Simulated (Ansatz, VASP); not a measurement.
**One calculation of CoSi, two programs**

```
Co Si
1.0
     4.43085    0.00000    0.00000
     0.00000    4.43085    0.00000
     0.00000    0.00000    4.43085
Co Si
4 4
Cartesian
  0.6426 0.6426 0.6426
  1.5729 3.7883 2.8580
  2.8580 1.5729 3.7883
  3.7883 2.8580 1.5729
  3.7359 3.7359 3.7359
  2.9104 0.6949 1.5205
  1.5205 2.9104 0.6949
  0.6949 1.5205 2.9104
```

Alike in both runs: functional PBE; k mesh 8 × 8 × 8; occupations gaussian, width 0.1 eV; no spin polarisation.

Ansatz relaxed the structure, and its values are those at the end. VASP's run is a single point on that final structure, the one shown.

|  | VASP | Ansatz |
| --- | --- | --- |
| version | VASP 6.6.1 | Ansatz 0.2.0 |
| potentials or method | VASP PAW PBE potentials, release 64 (Co, Si), cutoff 520 eV | scalar-relativistic, plane waves, PAW |
| valence electrons in the cell | 52 | 84 |

VASP gave:

| Property | Result |
| --- | --- |
| gap on the k mesh at the Fermi level (eV) | none |
| pressure (GPa) | -0.1 |

**Question.** Estimate Ansatz's values.

**Answer.** gap on the k mesh at the Fermi level (eV): none; pressure (GPa): 0.0.

A gap of «none» marks a metal or a gap that the smearing closes. VASP's potentials hold 52 valence electrons a cell and Ansatz's 84, so a difference there can come from the potentials and not from the codes.
